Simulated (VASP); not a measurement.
# SnB17N18 (a cell with a defect) in VASP: notebook

SnB17N18 (a cell with a defect) is run at these levels: PBE; tasks: single point.

All numbers are computed with VASP 6.6.1; they aren't measurements. Logs are shortened: lines on timing, memory, paths and dates and some standing lists are left out, and cuts for length are marked.

## Step 1: The cell of the first run

The cell holds a defect, 36 atoms: a = 7.465 Å, b = 7.465 Å, c = 6.495 Å, α = 90.00°, β = 90.00°, γ = 120.00°.

## Step 2: Single point, PBE

File INCAR:

```
ALGO     = Normal         # electronic algorithm
EDIFF    = 1E-6           # SCF threshold, eV
ENCUT    = 520            # plane-wave cutoff, eV
GGA      = PE             # functional
GGA_COMPAT= F            
ISIF     = 2              # what is computed and relaxed
ISMEAR   = -1             # smearing method
ISYM     = -1           
LASPH    = T              # aspherical terms in the spheres
LCHARG   = F              # write CHGCAR
LREAL    = Auto         
LWAVE    = F              # write WAVECAR
NBANDS   = 102            # bands
NELECT   = 156.0        
NELM     = 120            # most SCF steps
PREC     = Accurate       # precision mode
SIGMA    = 0.01           # smearing width, eV
```

File KPOINTS:

```
explicit points
4
Reciprocal
  0.25000000   0.25000000   0.25000000 2
  0.25000000   0.25000000   0.75000000 2
  0.25000000   0.75000000   0.25000000 2
  0.25000000   0.75000000   0.75000000 2
```

File POSCAR:

```
SnB17N18
1.0
    7.4650312844      0.0000000000      0.0000000000
   -3.7325156422      6.4649067324      0.0000000000
    0.0000000000      0.0000000000      6.4954828762
B N Sn
17 18 1
Direct
    0.0843235803      0.2075206176      0.2340242641
    0.2443837061      0.1217048415      0.7520021576
    0.0839256028      0.5402147730      0.2408795156
    0.2444466579      0.4614054519      0.7502746141
    0.0839716421      0.8744719328      0.2412181046
    0.2451831787      0.7917173447      0.8009064444
    0.4158753330      0.2072096929      0.2117263600
    0.5757440765      0.1201085175      0.7735198510
    0.4158901036      0.5390981942      0.2116466136
    0.4184994167      0.8745127791      0.2465778260
    0.5753615994      0.7938458044      0.7675400968
    0.7526165242      0.2086573829      0.2367273608
    0.9124114969      0.1253367064      0.7641242583
    0.7458833334      0.5382641069      0.2562296023
    0.9167578289      0.4613261964      0.8183547849
    0.7525396161      0.8746763896      0.2347775189
    0.9164697693      0.7937106529      0.8137456419
    0.1342637838      0.2360926800      0.7437837165
    0.1947301803      0.0968558420      0.2314046160
    0.1371344145      0.5688715418      0.8006306934
    0.1945440411      0.4296801373      0.2318264766
    0.1363084799      0.9049582898      0.7984999056
    0.1960999601      0.7639422843      0.2539933165
    0.4570714422      0.2104125183      0.7212478763
    0.5288169216      0.0981279617      0.2398778542
    0.4563915027      0.5854038095      0.7105300991
    0.5222724182      0.4266610191      0.1860670188
    0.4674351610      0.9020453001      0.8030083607
    0.5288436702      0.7623767718      0.2364687233
    0.8016016007      0.2372325527      0.7787077951
    0.8617973666      0.0969914047      0.2412196747
    0.8172363265      0.5780330206      0.8447839087
    0.8641544144      0.4288830216      0.2341912827
    0.8014368681      0.9016314138      0.7724528079
    0.8643723115      0.7670177940      0.2345608730
    0.6368119629      0.4856439589      0.5876838513
```

Potentials or basis: VASP PAW PBE potentials, release 64 (B, N, Sn_d).

Started as:

```sh
$ cat potpaw_PBE.64/B/POTCAR potpaw_PBE.64/N/POTCAR potpaw_PBE.64/Sn_d/POTCAR > POTCAR
$ mpirun -np 1 vasp_std > vasp.out
```

OUTCAR:

```text
EDIFF = 1E-6
   ENCUT = 520
   GGA = PE
   ISIF = 2
   ISMEAR = -1
   ISYM = -1
   LASPH = T
   LREAL = Auto
   NELECT = 156.0
   NELM = 120
   PREC = Accurate

 ion  position               nearest neighbor table
   1  0.084  0.208  0.234-  19 1.43  21 1.44  31 1.44
   2  0.244  0.122  0.752-  24 1.40  22 1.43  18 1.45
   3  0.084  0.540  0.241-  33 1.42  21 1.43  23 1.45
   4  0.244  0.461  0.750-  26 1.40  20 1.43  18 1.46
   5  0.084  0.874  0.241-  35 1.42  19 1.44  23 1.44
   6  0.245  0.792  0.801-  22 1.44  28 1.44  20 1.44
   7  0.416  0.207  0.212-  27 1.43  19 1.44  25 1.45
   8  0.576  0.120  0.774-  24 1.40  28 1.42  30 1.46  36 2.80
   9  0.416  0.539  0.212-  27 1.42  21 1.44  29 1.45
  10  0.418  0.875  0.247-  23 1.44  29 1.44  25 1.45
  11  0.575  0.794  0.768-  26 1.40  28 1.42  34 1.46  36 2.81
  12  0.753  0.209  0.237-  33 1.42  31 1.43  25 1.45
  13  0.912  0.125  0.764-  18 1.44  30 1.44  34 1.45
  14  0.746  0.538  0.256-  33 1.48  35 1.49  27 1.52  36 2.27
  15  0.917  0.461  0.818-  32 1.41  20 1.43  30 1.47  36 2.65
  16  0.753  0.875  0.235-  35 1.42  31 1.44  29 1.45
  17  0.916  0.794  0.814-  32 1.41  22 1.42  34 1.47  36 2.65
  18  0.134  0.236  0.744-  13 1.44   2 1.45   4 1.46
  19  0.195  0.097  0.231-   1 1.43   7 1.44   5 1.44
  20  0.137  0.569  0.801-   4 1.43  15 1.43   6 1.44
  21  0.195  0.430  0.232-   3 1.43   1 1.44   9 1.44
  22  0.136  0.905  0.798-  17 1.42   2 1.43   6 1.44
  23  0.196  0.764  0.254-  10 1.44   5 1.44   3 1.45
  24  0.457  0.210  0.721-   2 1.40   8 1.40  36 2.00
  25  0.529  0.098  0.240-  10 1.45  12 1.45   7 1.45
  26  0.456  0.585  0.711-   4 1.40  11 1.40  36 2.00
  27  0.522  0.427  0.186-   9 1.42   7 1.43  14 1.52  36 2.71
  28  0.467  0.902  0.803-  11 1.42   8 1.42   6 1.44
  29  0.529  0.762  0.236-  10 1.44  16 1.45   9 1.45
  30  0.802  0.237  0.779-  13 1.44   8 1.46  15 1.47
  31  0.862  0.097  0.241-  12 1.43  16 1.44   1 1.44
  32  0.817  0.578  0.845-  15 1.41  17 1.41  36 2.04
  33  0.864  0.429  0.234-   3 1.42  12 1.42  14 1.48
  34  0.801  0.902  0.772-  13 1.45  11 1.46  17 1.47
  35  0.864  0.767  0.235-  16 1.42   5 1.42  14 1.49
  36  0.637  0.486  0.588-  26 2.00  24 2.00  32 2.04  14 2.27  17 2.65  15 2.65  27 2.71   8 2.80
                            11 2.81

IMPORTANT INFORMATION: All symmetrisations will be switched off!
NOSYMM: (Re-)initialisation of all symmetry stuff for point group C_1.

----------------------------------------------------------------------------------------

                                     Primitive cell

  volume of cell :     313.4768

  direct lattice vectors                    reciprocal lattice vectors
     7.465031284  0.000000000  0.000000000     0.133957911  0.077340636  0.000000000
    -3.732515642  6.464906732  0.000000000     0.000000000  0.154681273  0.000000000
     0.000000000  0.000000000  6.495482876     0.000000000  0.000000000  0.153953142

  length of vectors
     7.465031284  7.465031284  6.495482876     0.154681273  0.154681273  0.153953142

  position of ions in fractional coordinates (direct lattice)
     0.084323580  0.207520618  0.234024264
     0.244383706  0.121704841  0.752002158
     0.083925603  0.540214773  0.240879516
     0.244446658  0.461405452  0.750274614
     0.083971642  0.874471933  0.241218105
     0.245183179  0.791717345  0.800906444
[... 28 lines left out ...]
     0.864372311  0.767017794  0.234560873
     0.636811963  0.485643959  0.587683851

  ion indices of the primitive-cell ions
   primitive index   ion index
                 1           1
                 2           2
                 3           3
                 4           4
                 5           5
                 6           6
[... 28 lines left out ...]
                35          35
                36          36

----------------------------------------------------------------------------------------

 KPOINTS: explicit points

Read explicit list of k-points.

 Found      4 k-points:

 Following reciprocal coordinates:
            Coordinates               Weight
  0.250000  0.250000  0.250000      0.250000
  0.250000  0.250000  0.750000      0.250000
  0.250000  0.750000  0.250000      0.250000
  0.250000  0.750000  0.750000      0.250000
   k-points           NKPTS =      4   k-points in BZ     NKDIM =      4   number of bands    NBANDS=    102
   number of dos      NEDOS =    301   number of ions     NIONS =     36
   total plane-waves  NPLWV = 150528
   dimension x,y,z NGX =    56 NGY =   56 NGZ =   48
   dimension x,y,z NGXF=   112 NGYF=  112 NGZF=   96
   ions per type =              17  18   1
   NGX,Y,Z   is equivalent  to a cutoff of  12.47, 12.47, 12.29 a.u.
   NGXF,Y,Z  is equivalent  to a cutoff of  24.94, 24.94, 24.57 a.u.
 SYSTEM =  unknown system
   PREC   = accura    normal or accurate (medium, high low for compatibility)
   ISTART =      0    job   : 0-new  1-cont  2-samecut
   ICHARG =      2    charge: 1-file 2-atom 10-const
   ISPIN  =      1    spin polarized calculation?
   LNONCOLLINEAR =      F non collinear calculations
   LSORBIT =      F    spin-orbit coupling
   LASPH  =      T    aspherical Exc in radial PAW
   ENCUT  =  520.0 eV  38.22 Ry    6.18 a.u.  13.88 13.88 12.08*2*pi/ulx,y,z
   NELM   =    120;   NELMIN=  2; NELMDL= -5     # of ELM steps
   EDIFF  = 0.1E-05   stopping-criterion for ELM
   LREAL  =      T    real-space projection
   EDIFFG = 0.1E-04   stopping-criterion for IOM
   NSW    =      0    number of steps for IOM
   IBRION =     -1    ionic relax: 0-MD 1-quasi-New 2-CG
   NFREE  =      0    steps in history (QN), initial steepest desc. (CG)
   ISIF   =      2    stress and relaxation
   ISYM   =     -1    0-nonsym 1-usesym 2-fastsym
   POTIM  = 0.5000    time-step for ionic-motion
   TEBEG  =    0.0;   TEEND  =   0.0 temperature during run
   PSTRESS=    0.0 pullay stress
   NELECT =     156.0000    total number of electrons
   NUPDOWN=      -1.0000    fix difference up-down
   EMIN   =  10.00;   EMAX   =-10.00  energy-range for DOS
   EFERMI =   0.00;   METHOD = LEGACY
   ISMEAR =    -1;   SIGMA  =   0.01  broadening in eV -4-tet -1-fermi 0-gaus
   EFERMI_NEDOS =   21; number of points for ismear=-14 and -15
   IALGO  =     38    algorithm
   IMIX   =      4    mixing-type and parameters
     AMIX     =   0.40;   BMIX     =  1.00
     AMIX_MAG =   1.60;   BMIX_MAG =  1.00
  volume/ion in A,a.u.               =       8.71        58.76
  Fermi-wavevector in a.u.,A,eV,Ry     =   1.297322  2.451584 22.899223  1.683045
  Thomas-Fermi vector in A             =   2.428722
   LORBIT       =      0    0 simple, 1 ext, 2 COOP (PROOUT), +10 PAW based schemes
   GGA     = PE    functional components
[... 5 lines left out ...]
 non-spin polarized calculation
  energy-cutoff  :      520.00
  volume of cell :      313.48
 maximum number of plane-waves:      8452
 NGX is ok and might be reduce to    56
   NGX = 27   NGY = 27   NGZ = 25

 number of electron     155.9999998 magnetization

 Free energy of the ion-electron system (eV)
  ---------------------------------------------------
  ext. energy  EPLUGINS =         0.00000000
  ---------------------------------------------------
  free energy    TOTEN  =      -299.80595006 eV

  energy without entropy =     -299.80595006  energy(sigma->0) =     -299.80595006

 E-fermi :   5.1807     XC(G=0): -10.5975

 val. band max:        4.9029467990   @ k =   0.2500   0.7500   0.7500
 cond. band min:       7.5521405884   @ k =   0.2500   0.2500   0.2500
 fundamental gap:      2.6491937894
 Fermi energy:         5.1807194007

 k-point     1 :       0.2500    0.2500    0.2500
  band No.  band energies     occupation
      1     -16.0874      2.00000
      2     -16.0093      2.00000
      3     -15.8007      2.00000
      4     -15.7126      2.00000
      5     -15.6431      2.00000
      6     -14.3037      2.00000
[... 82 lines left out ...]
     89      10.0419      0.00000
     90      10.1195      0.00000

 k-point     2 :       0.2500    0.2500    0.7500
  band No.  band energies     occupation
      1     -16.0875      2.00000
      2     -16.0093      2.00000
      3     -15.8007      2.00000
      4     -15.7127      2.00000
      5     -15.6429      2.00000
      6     -14.2984      2.00000
[... 82 lines left out ...]
     89      10.0218      0.00000
     90      10.1238      0.00000

 k-point     3 :       0.2500    0.7500    0.2500
  band No.  band energies     occupation
      1     -16.0853      2.00000
      2     -16.0096      2.00000
      3     -15.8005      2.00000
      4     -15.7123      2.00000
      5     -15.6434      2.00000
      6     -14.5696      2.00000
[... 82 lines left out ...]
     89      10.0902      0.00000
     90      10.4930      0.00000

 k-point     4 :       0.2500    0.7500    0.7500
  band No.  band energies     occupation
      1     -16.0855      2.00000
      2     -16.0096      2.00000
      3     -15.8005      2.00000
      4     -15.7124      2.00000
      5     -15.6432      2.00000
      6     -14.5670      2.00000
[... 82 lines left out ...]
     89      10.3427      0.00000
     90      10.5182      0.00000
 [bands above 90 left out]

------------------------ aborting loop because EDIFF is reached ----------------------------------------

  FORCE on cell =-STRESS in cart. coord.  units (eV):
  Direction    XX          YY          ZZ          XY          YZ          ZX
  --------------------------------------------------------------------------------------
  -------------------------------------------------------------------------------------
  Total       42.2559977     40.7374323     31.5690080      0.5539786      0.3452664      0.2628066
  in kB      215.9700875    208.2087112    161.3489636      2.8313804      1.7646539      1.3432025
  external PRESSURE =     195.1759208 kB  Pullay stress =       0.0000000 kB

 VOLUME and BASIS-vectors are now :
 -----------------------------------------------------------------------------
  energy-cutoff  :      520.00
  volume of cell :      313.48
      direct lattice vectors                 reciprocal lattice vectors
     7.465031284  0.000000000  0.000000000     0.133957911  0.077340636  0.000000000
    -3.732515642  6.464906732  0.000000000     0.000000000  0.154681273  0.000000000
     0.000000000  0.000000000  6.495482876     0.000000000  0.000000000  0.153953142

 POSITION                                       TOTAL-FORCE (eV/Angst)
 -----------------------------------------------------------------------------------
     -0.14510      1.34160      1.52010        -0.219294      0.115669      0.036654
      1.37007      0.78681      4.88462         0.088401     -0.094664     -0.035171
     -1.38985      3.49244      1.56463        -0.195983      0.139136      0.026913
      0.10260      2.98294      4.87340         0.222692     -0.042336     -0.138801
     -2.63713      5.65338      1.56683        -0.119805      0.080329      0.005922
     -1.12480      5.11838      5.20227         0.188606     -0.048565      0.001265
[... 28 lines left out ...]
      3.58966      4.95870      1.52359         0.087981     -0.087157      0.022037
      2.94115      3.13964      3.81729         0.038872     -0.044758      0.013900
 -----------------------------------------------------------------------------------
    total drift:                                0.009691      0.011544     -0.003166

  FREE ENERGIE OF THE ION-ELECTRON SYSTEM (eV)
  ---------------------------------------------------
  free  energy   TOTEN  =      -299.8059500595 eV

  energy  without entropy=     -299.8059500595  energy(sigma->0) =     -299.80595006
```

It took 2.6 min on 1 thread of Intel Xeon 6975P-C (Granite Rapids), shared host; peak memory 0.41 GiB.

What came out:

```
Free energy   : -299.8060 eV
Largest force : 0.323 eV/Å
```

Forces on the atoms (eV/Å):
```
B   -0.219  0.116  0.037
B    0.088 -0.095 -0.035
B   -0.196  0.139  0.027
B    0.223 -0.042 -0.139
B   -0.120  0.080  0.006
B    0.189 -0.049  0.001
B   -0.105  0.138  0.047
B    0.117 -0.069  0.024
B   -0.123  0.068 -0.019
B   -0.145  0.092  0.028
B    0.209 -0.137 -0.038
B   -0.239  0.093 -0.072
B    0.113 -0.035  0.026
B   -0.137  0.056 -0.108
B    0.133 -0.041 -0.069
B   -0.175  0.099  0.010
B    0.058 -0.041  0.036
N   -0.079  0.049  0.022
N    0.136 -0.129 -0.007
N   -0.291  0.061  0.050
N    0.232 -0.132 -0.027
N   -0.097  0.106 -0.003
N    0.134 -0.118  0.019
N   -0.019  0.075 -0.014
N    0.167 -0.079 -0.032
N   -0.121  0.027  0.114
N    0.140  0.007 -0.026
N   -0.253  0.096 -0.010
N    0.155 -0.064 -0.002
N   -0.136  0.070 -0.022
N    0.285 -0.150  0.019
N   -0.077 -0.032  0.059
N    0.148 -0.050  0.026
N   -0.124  0.025  0.035
N    0.088 -0.087  0.022
Sn   0.039 -0.045  0.014
```

Caveat: the cell carries a net charge on a neutralising background, which shifts energy and pressure; the cell is charged against a uniform background, so pressure and absolute levels hang on convention; spin-orbit coupling is left out, which moves the levels of the heavy elements.

## Step 3: Single point, PBE

File INCAR:

```
SYSTEM = SnB17N18
PREC = Accurate
ENCUT = 520
EDIFF = 1E-6
ISMEAR = -1
SIGMA = 0.01
LREAL = Auto
LASPH = .True.
NELM = 120
ALGO = Normal
ISIF = 2
LWAVE = .False.
LCHARG = .False.
GGA = PE
NBANDS = 102
NELECT = 154.0
GGA_COMPAT = .False.
ISYM = -1
```

KPOINTS is that of step 2.

File POSCAR:

```
SnB17N18
1.0
    7.4650312844      0.0000000000      0.0000000000
   -3.7325156422      6.4649067324      0.0000000000
    0.0000000000      0.0000000000      6.4954828762
B N Sn
17 18 1
Direct
    0.1051940209      0.2094745359      0.2430496898
    0.2230746396      0.1188361377      0.7965516350
    0.1068206370      0.5439394829      0.2421259798
    0.2221504064      0.4594983706      0.7647012223
    0.1062166061      0.8754868906      0.2484708681
    0.2292906243      0.7909791101      0.8079768941
    0.4360232057      0.2028392780      0.2358530929
    0.5626965926      0.1187175073      0.7996075319
    0.4360488038      0.5464022935      0.2326888792
    0.4387131372      0.8753259689      0.2481971267
    0.5589083098      0.7945232149      0.7439786327
    0.7737084354      0.2095009590      0.2433505652
    0.8942925283      0.1216618050      0.7572304958
    0.7800690853      0.5467100762      0.2319109605
    0.9053037063      0.4596494133      0.7671389558
    0.7733385674      0.8771291534      0.2374477976
    0.9026704203      0.7949033845      0.7455539537
    0.1175672461      0.2342928682      0.7631177245
    0.2164747739      0.0987151691      0.2495298210
    0.1190397607      0.5683823590      0.8187301419
    0.2167989033      0.4322327617      0.2392964575
    0.1159378406      0.9001634729      0.8031390948
    0.2170065947      0.7656922013      0.2560820496
    0.4432267756      0.2197783779      0.8145557584
    0.5505568558      0.0985642510      0.2493308232
    0.4266869234      0.5842411514      0.6921526362
    0.5505051367      0.4322263053      0.2516056698
    0.4524545016      0.8999247299      0.8027242316
    0.5503523552      0.7657451630      0.2355561213
    0.7843212591      0.2342810392      0.7668911030
    0.8836084248      0.0988995969      0.2444021179
    0.8261824975      0.5848763574      0.6970725123
    0.8837843097      0.4321738942      0.2390059330
    0.7833253344      0.8991406138      0.7379797645
    0.8839729974      0.7659888178      0.2353276354
    0.5476470607      0.4253834978      0.5902226189
```

Potentials or basis: VASP PAW PBE potentials, release 64 (B, N, Sn_d).

Started as:

```sh
$ cat potpaw_PBE.64/B/POTCAR potpaw_PBE.64/N/POTCAR potpaw_PBE.64/Sn_d/POTCAR > POTCAR
$ mpirun -np 1 vasp_std > vasp.out
```

It took 2.1 min on 1 thread of Intel Xeon 6975P-C (Granite Rapids), shared host; peak memory 0.41 GiB.

It converged, with:

| Property | Result |
| --- | --- |
| Free energy | -310.2988 eV |
| Largest force | 0.262 eV/Å |

Forces on the atoms (eV/Å):
```
B   -0.189  0.134  0.017
B    0.002 -0.151  0.103
B   -0.221  0.121  0.006
B    0.214 -0.065 -0.122
B   -0.176  0.119 -0.045
B    0.120 -0.115  0.054
B   -0.135  0.060  0.006
B    0.116 -0.106 -0.042
B   -0.193  0.113 -0.042
B   -0.194  0.108  0.000
B    0.124 -0.156 -0.103
B   -0.181  0.113 -0.029
B    0.089 -0.089  0.030
B   -0.142  0.089  0.003
B    0.122 -0.080  0.039
B   -0.212  0.119  0.006
B    0.201 -0.011 -0.022
N   -0.030  0.047  0.009
N    0.185 -0.103 -0.014
N   -0.231  0.123  0.002
N    0.216 -0.140 -0.025
N   -0.193  0.106  0.016
N    0.206 -0.134  0.023
N    0.067  0.205 -0.068
N    0.147 -0.081 -0.003
N   -0.139  0.102  0.080
N    0.109 -0.075  0.016
N   -0.154  0.124  0.096
N    0.201 -0.105 -0.028
N   -0.123  0.115 -0.027
N    0.194 -0.121 -0.001
N   -0.159 -0.127 -0.102
N    0.195 -0.089  0.010
N   -0.080  0.052  0.023
N    0.174 -0.126  0.000
Sn   0.068  0.022  0.133
```

Levels at points of the mesh, in eV from the Fermi level:
```csv
k point,band 75,band 76,band 77,band 78,band 79,band 80
"(0.25, 0.25, 0.25)",-0.76,-0.62,-0.44,2.32,3.63,3.93
```

Caveat: the cell carries a net charge on a neutralising background, which shifts energy and pressure; the cell is charged against a uniform background, so pressure and absolute levels hang on convention; spin-orbit coupling is left out, which moves the levels of the heavy elements.
